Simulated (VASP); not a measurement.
# Zn2O (P3m1) in VASP: further runs, part 3 of 3

VASP 6.6.1.

## Step 5: Single point, PBE

The input, INCAR:

```
PREC = Accurate
ENCUT = 520
EDIFF = 1E-7
ISMEAR = 0
SIGMA = 0.1
LREAL = False
LASPH = True
NELM = 60
ALGO = Normal
ISIF = 2
LWAVE = False
LCHARG = False
GGA = PE
NBANDS = 39
```

The input, KPOINTS:

```
regular mesh
0
Gamma
  12 12 4
```

The input, POSCAR:

```
Zn2O
1.0
    3.1691815234      0.0000000000      0.0000000000
   -1.5845907617      2.7445917085      0.0000000000
    0.0000000000      0.0000000000      9.5704848784
Zn O
4 2
Direct
    0.3333333333      0.6666666667      0.2732775914
    0.6666666667      0.3333333333      0.5678805618
    0.0000000000      0.0000000000      0.9874108672
    0.3333333333      0.6666666667      0.7911274222
    0.0000000000      0.0000000000      0.1918803314
    0.3333333333      0.6666666667      0.4774232261
```

Potentials or basis: VASP PAW PBE potentials, release 64 (Zn, O).

Launch:

```sh
> cat potpaw_PBE.64/Zn/POTCAR potpaw_PBE.64/O/POTCAR > POTCAR
> mpirun -np 1 vasp_std > vasp.out
```

OUTCAR:

```text
PREC = Accurate
   ENCUT = 520
   EDIFF = 1E-7
   ISMEAR = 0
   LREAL = False
   LASPH = True
   NELM = 60
   ISIF = 2
   GGA = PE

 ion  position               nearest neighbor table
   1  0.333  0.667  0.273-   6 1.95   5 1.99   5 1.99   5 1.99
   2  0.667  0.333  0.568-   6 2.02   6 2.02   6 2.02   4 2.81   4 2.81   4 2.81
   3  0.000  0.000  0.987-   5 1.96   4 2.62   4 2.62   4 2.62
   4  0.333  0.667  0.791-   3 2.62   3 2.62   3 2.62   2 2.81   2 2.81   2 2.81
   5  0.000  0.000  0.192-   3 1.96   1 1.99   1 1.99   1 1.99
   6  0.333  0.667  0.477-   1 1.95   2 2.02   2 2.02   2 2.02

  LATTYP: Found a hexagonal cell.
 ALAT       =     3.1691815234
 C/A-ratio  =     3.0198601146

  Lattice vectors:

 A1 = (   3.1691815234,   0.0000000000,   0.0000000000)
 A2 = (  -1.5845907617,   2.7445917085,   0.0000000000)
 A3 = (   0.0000000000,   0.0000000000,   9.5704848784)

Analysis of symmetry for initial positions (statically):
=====================================================================
 Subroutine PRICEL returns:
 Original cell was already a primitive cell.

 Routine SETGRP: Setting up the symmetry group for a
 hexagonal supercell.

 Subroutine GETGRP returns: Found  6 space group operations
 (whereof  6 operations were pure point group operations)
 out of a pool of 24 trial point group operations.

The static configuration has the point symmetry C_3v.

Analysis of symmetry for dynamics (positions and initial velocities):
=====================================================================
 Subroutine PRICEL returns:
 Original cell was already a primitive cell.

 Routine SETGRP: Setting up the symmetry group for a
 hexagonal supercell.

 Subroutine GETGRP returns: Found  6 space group operations
 (whereof  6 operations were pure point group operations)
 out of a pool of 24 trial point group operations.

The dynamic configuration has the point symmetry C_3v.

 Subroutine INISYM returns: Found  6 space group operations
 (whereof  6 operations are pure point group operations),
 and found     1 'primitive' translations

----------------------------------------------------------------------------------------

                                     Primitive cell

  volume of cell :      83.2451

  direct lattice vectors                    reciprocal lattice vectors
     3.169181523  0.000000000  0.000000000     0.315538884  0.182176459  0.000000000
    -1.584590762  2.744591708  0.000000000     0.000000000  0.364352919  0.000000000
     0.000000000  0.000000000  9.570484878     0.000000000  0.000000000  0.104487914

  length of vectors
     3.169181523  3.169181523  9.570484878     0.364352919  0.364352919  0.104487914

  position of ions in fractional coordinates (direct lattice)
     0.333333333  0.666666667  0.273277591
     0.666666667  0.333333333  0.567880562
     0.000000000  0.000000000  0.987410867
     0.333333333  0.666666667  0.791127422
     0.000000000  0.000000000  0.191880331
     0.333333333  0.666666667  0.477423226

  ion indices of the primitive-cell ions
   primitive index   ion index
                 1           1
                 2           2
                 3           3
                 4           4
                 5           5
                 6           6

[... 31 lines left out ...]
  0.250000  0.000000  0.000000      6.000000
  0.333333  0.000000  0.000000      6.000000
  0.416667 -0.000000  0.000000      6.000000
[... 16 lines left out ...]
  0.166667  0.000000  0.250000      6.000000
  0.000000  0.166667  0.250000      6.000000
 [... further k-points ...]
   k-points           NKPTS =     69   k-points in BZ     NKDIM =     69   number of bands    NBANDS=     39
   number of dos      NEDOS =    301   number of ions     NIONS =      6
   total plane-waves  NPLWV =  41472
   dimension x,y,z NGX =    24 NGY =   24 NGZ =   72
   dimension x,y,z NGXF=    48 NGYF=   48 NGZF=  144
   ions per type =               4   2
   NGX,Y,Z   is equivalent  to a cutoff of  12.59, 12.59, 12.51 a.u.
   NGXF,Y,Z  is equivalent  to a cutoff of  25.18, 25.18, 25.01 a.u.
 SYSTEM =  unknown system
   PREC   = accura    normal or accurate (medium, high low for compatibility)
   ISTART =      0    job   : 0-new  1-cont  2-samecut
   ICHARG =      2    charge: 1-file 2-atom 10-const
   ISPIN  =      1    spin polarized calculation?
   LNONCOLLINEAR =      F non collinear calculations
   LSORBIT =      F    spin-orbit coupling
   LASPH  =      T    aspherical Exc in radial PAW
   ENCUT  =  520.0 eV  38.22 Ry    6.18 a.u.   5.89  5.89 17.79*2*pi/ulx,y,z
   NELM   =     60;   NELMIN=  2; NELMDL= -5     # of ELM steps
   EDIFF  = 0.1E-06   stopping-criterion for ELM
   LREAL  =      F    real-space projection
   EDIFFG = 0.1E-05   stopping-criterion for IOM
   NSW    =      0    number of steps for IOM
   IBRION =     -1    ionic relax: 0-MD 1-quasi-New 2-CG
   NFREE  =      0    steps in history (QN), initial steepest desc. (CG)
   ISIF   =      2    stress and relaxation
   ISYM   =      2    0-nonsym 1-usesym 2-fastsym
   POTIM  = 0.5000    time-step for ionic-motion
   TEBEG  =    0.0;   TEEND  =   0.0 temperature during run
   PSTRESS=    0.0 pullay stress
   NELECT =      60.0000    total number of electrons
   NUPDOWN=      -1.0000    fix difference up-down
   EMIN   =  10.00;   EMAX   =-10.00  energy-range for DOS
   EFERMI =   0.00;   METHOD = LEGACY
   ISMEAR =     0;   SIGMA  =   0.10  broadening in eV -4-tet -1-fermi 0-gaus
   EFERMI_NEDOS =   21; number of points for ismear=-14 and -15
   IALGO  =     38    algorithm
   IMIX   =      4    mixing-type and parameters
     AMIX     =   0.40;   BMIX     =  1.00
     AMIX_MAG =   1.60;   BMIX_MAG =  1.00
  volume/ion in A,a.u.               =      13.87        93.63
  Fermi-wavevector in a.u.,A,eV,Ry     =   1.467818  2.773774 29.313626  2.154491
  Thomas-Fermi vector in A             =   2.583390
   LORBIT       =      0    0 simple, 1 ext, 2 COOP (PROOUT), +10 PAW based schemes
   GGA     = PE    functional components
   LHFCALC =     F    Hartree Fock is set to
   AEXX    =    0.0000 exact exchange contribution
   IVDW    =     0    specifies the selected vdW correction
   LEPSILON=     F    determine dielectric tensor
   LRPA    =     F    only Hartree local field effects (RPA)
 non-spin polarized calculation
 Gauss-broadening in eV      SIGMA  =   0.10
  energy-cutoff  :      520.00
  volume of cell :       83.25
 maximum number of plane-waves:      2262
   NGX = 11   NGY = 11   NGZ = 35

 number of electron      59.9999956 magnetization

 Free energy of the ion-electron system (eV)
  ---------------------------------------------------
  ext. energy  EPLUGINS =         0.00000000
  ---------------------------------------------------
  free energy    TOTEN  =       -19.29666778 eV

  energy without entropy =      -19.29428984  energy(sigma->0) =      -19.29547881

 E-fermi :   2.4060     XC(G=0): -10.8559

 val. band max:        2.3828695958   @ k =   0.4167  -0.0000   0.0000
 cond. band min:       2.4325996704   @ k =   0.2500   0.2500   0.0000
 fundamental gap:      0.0497300746
 Fermi energy:         2.4059506252

 k-point     1 :       0.0000    0.0000    0.0000
  band No.  band energies     occupation
      1     -17.0113      2.00000
      2     -16.5391      2.00000
      3      -6.2223      2.00000
      4      -5.4060      2.00000
      5      -5.2301      2.00000
      6      -5.0934      2.00000
[... 997 lines left out ...]
     38      12.6204      0.00000
     39      13.3011      0.00000

 [... further k-points ...]

------------------------ aborting loop because EDIFF is reached ----------------------------------------

  FORCE on cell =-STRESS in cart. coord.  units (eV):
  Direction    XX          YY          ZZ          XY          YZ          ZX
  --------------------------------------------------------------------------------------
  -------------------------------------------------------------------------------------
  Total        0.2884281      0.2884281      0.3904154      0.0000000      0.0000000      0.0000000
  in kB        5.5512316      5.5512316      7.5141305      0.0000000      0.0000000      0.0000000
  external PRESSURE =       6.2055313 kB  Pullay stress =       0.0000000 kB

 VOLUME and BASIS-vectors are now :
 -----------------------------------------------------------------------------
  energy-cutoff  :      520.00
  volume of cell :       83.25
      direct lattice vectors                 reciprocal lattice vectors
     3.169181523  0.000000000  0.000000000     0.315538884  0.182176459  0.000000000
    -1.584590762  2.744591708  0.000000000     0.000000000  0.364352919  0.000000000
     0.000000000  0.000000000  9.570484878     0.000000000  0.000000000  0.104487914

 POSITION                                       TOTAL-FORCE (eV/Angst)
 -----------------------------------------------------------------------------------
     -0.00000      1.82973      2.61540         0.000000     -0.000000      0.004207
      1.58459      0.91486      5.43489        -0.000000      0.000000      0.054375
      0.00000      0.00000      9.45000        -0.000000      0.000000     -0.060419
     -0.00000      1.82973      7.57147        -0.000000      0.000000     -0.009474
      0.00000      0.00000      1.83639        -0.000000      0.000000      0.003118
     -0.00000      1.82973      4.56917        -0.000000      0.000000      0.008193
 -----------------------------------------------------------------------------------
    total drift:                               -0.000001      0.000001     -0.002010

  FREE ENERGIE OF THE ION-ELECTRON SYSTEM (eV)
  ---------------------------------------------------
  free  energy   TOTEN  =       -19.2966677794 eV

  energy  without entropy=      -19.2942898372  energy(sigma->0) =      -19.29547881
```

OSZICAR:

```text
N       E                     dE             d eps       ncg     rms          rms(c)
DAV:   1     0.521752448863E+03    0.52175E+03   -0.29231E+04  5382   0.230E+03
DAV:   2     0.460531138045E+02   -0.47570E+03   -0.44844E+03  5444   0.482E+02
DAV:   3    -0.207010771101E+02   -0.66754E+02   -0.65604E+02  6068   0.168E+02
DAV:   4    -0.231966221604E+02   -0.24955E+01   -0.24885E+01  6006   0.336E+01
DAV:   5    -0.232139274304E+02   -0.17305E-01   -0.17304E-01  5971   0.278E+00    0.148E+01
DAV:   6    -0.190710579752E+02    0.41429E+01   -0.12349E+01  9064   0.642E+01    0.841E+00
DAV:   7    -0.193679565534E+02   -0.29690E+00   -0.42115E+00  5396   0.157E+01    0.587E+00
DAV:   8    -0.194463022776E+02   -0.78346E-01   -0.16804E+00  7750   0.238E+01    0.261E+00
DAV:   9    -0.192986665506E+02    0.14764E+00   -0.47962E-01  8306   0.138E+01    0.886E-01
DAV:  10    -0.192954537619E+02    0.32128E-02   -0.12446E-01  6264   0.287E+00    0.168E-01
DAV:  11    -0.192966685057E+02   -0.12147E-02   -0.13320E-02  6264   0.119E+00    0.123E-01
DAV:  12    -0.192966745843E+02   -0.60785E-05   -0.15610E-03  6948   0.145E+00    0.604E-02
DAV:  13    -0.192966646485E+02    0.99358E-05   -0.33254E-04  6404   0.505E-01    0.155E-02
DAV:  14    -0.192966635095E+02    0.11389E-05   -0.63864E-05  7845   0.223E-01    0.908E-03
DAV:  15    -0.192966675359E+02   -0.40264E-05   -0.44792E-05  6473   0.878E-02    0.628E-03
DAV:  16    -0.192966677019E+02   -0.16596E-06   -0.25311E-06  6056   0.171E-02    0.424E-03
DAV:  17    -0.192966677794E+02   -0.77466E-07   -0.96856E-07  6186   0.165E-02
   1 F= -.19296668E+02 E0= -.19295479E+02  d E =-.237794E-02
```

It took 98 s on 1 thread of Intel Xeon 6975P-C (Granite Rapids), shared host; peak memory 0.3 GiB.

Results:

```
Free energy            : -19.2967 eV
Pressure               : 0.6 GPa
Largest force          : 0.060 eV/Å
Band gap on the k mesh : zero (bands 30 and 31 overlap by 0.68 eV)
```

Forces on the atoms (eV/Å):
```
Zn   0.000  0.000  0.004
Zn   0.000  0.000  0.054
Zn   0.000  0.000 -0.060
Zn   0.000  0.000 -0.009
O    0.000  0.000  0.003
O    0.000  0.000  0.008
```

Stress tensor (GPa, compression positive):
```
0.56 0.00 0.00
0.00 0.56 0.00
0.00 0.00 0.75
```

Caveat: semilocal functionals underestimate gaps, so a narrow gap can read as zero.

## Step 6: Overview

```tsv
task	cell	k mesh	cutoff (eV)	smearing	gap on the mesh (eV)	pressure (GPa)	largest force (eV/Å)
single point	a = 3.194, b = 3.194, c = 9.426 Å, angles 90.0, 90.0, 120.0°, 6 atoms, atomic positions A	6 × 6 × 2	520	gaussian 0.2 eV	none	0.8	0.04
relaxation of cell and atoms	relaxed from a = 3.100, b = 3.100, c = 9.400 Å, angles 90.0, 90.0, 120.0°, 6 atoms, atomic positions B	6 × 6 × 2	600	gaussian 0.2 eV	none	0.1	0.05
single point	a = 3.129, b = 3.129, c = 9.525 Å, angles 90.0, 90.0, 120.0°, 6 atoms, atomic positions C	12 × 12 × 4	520	gaussian 0.1 eV	none	3.2	0.07
single point	a = 3.169, b = 3.169, c = 9.570 Å, angles 90.0, 90.0, 120.0°, 6 atoms, atomic positions D	12 × 12 × 4	520	gaussian 0.1 eV	none	0.6	0.06
```

Alike in all rows: level PBE; potentials or basis VASP PAW PBE potentials, release 64 (Zn, O); no spin polarisation.

Caveats: some runs use coarse meshes; semilocal functionals underestimate gaps, so a narrow gap can read as zero; the relaxation stopped at a loose force limit of 0.08 eV/Å, so its end isn't a converged minimum (at least some runs); the cell stands under pressure (at least some runs).

Total energies depend on the potentials used, so only differences within one code and one set of settings carry meaning.
